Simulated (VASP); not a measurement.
Set up this calculation in VASP 6.6.1, as the native input.

* Task: single point
* Functional: LDA
* Potentials or basis: VASP PAW LDA potentials, release 64 (Ga_d, N_h)
* Cutoff: 1330 eV
* k mesh: 8 × 8 × 8
* Occupations: gaussian, width 0.01 eV
* Spin: no spin polarisation
* Dipole correction: no
* Further INCAR settings: ALGO = Normal; EDIFF = 1e-06; NBANDS = 16

The structure of GaN lies in POSCAR:

```
GaN
1.0
    0.0000000000      2.1352350000      2.1352350000
    2.1352350000      0.0000000000      2.1352350000
    2.1352350000      2.1352350000      0.0000000000
Ga N
1 1
Direct
    0.0000000000      0.0000000000      0.0000000000
    0.5000000000      0.5000000000      0.5000000000
```

These files were run (other wordings do the same):

INCAR

```
SYSTEM = GaN
ALGO = Normal ; EDIFF = 1E-6
ENCUT = 1330 ; GGA = CA
GGA_COMPAT = .False. ; ISIF = 2
ISMEAR = 0 ; LASPH = .True.
LCHARG = .False. ; LREAL = .False.
LWAVE = .False. ; NBANDS = 16
NELM = 120 ; PREC = Accurate
SIGMA = 0.01
```

KPOINTS

```
k-points
0
Gamma
  8 8 8
  0 0 0
```

Potentials or basis: VASP PAW LDA potentials, release 64 (Ga_d, N_h).

Run with:

```console
$ cat potpaw_LDA.64/Ga_d/POTCAR potpaw_LDA.64/N_h/POTCAR > POTCAR
$ mpirun -np 1 vasp_std > vasp.out
```

Results of the run:

```
Pressure               : -12.8 GPa
Band gap on the k mesh : 0.24 eV (least direct gap 2.45 eV)
```

Caveat: the cell stands under tension; semilocal functionals underestimate gaps, and a narrow one can read as zero.

Run time: 23 s on 1 thread of AMD EPYC 7R13 Processor (Zen 3) (shared host), peak memory 0.17 GiB.
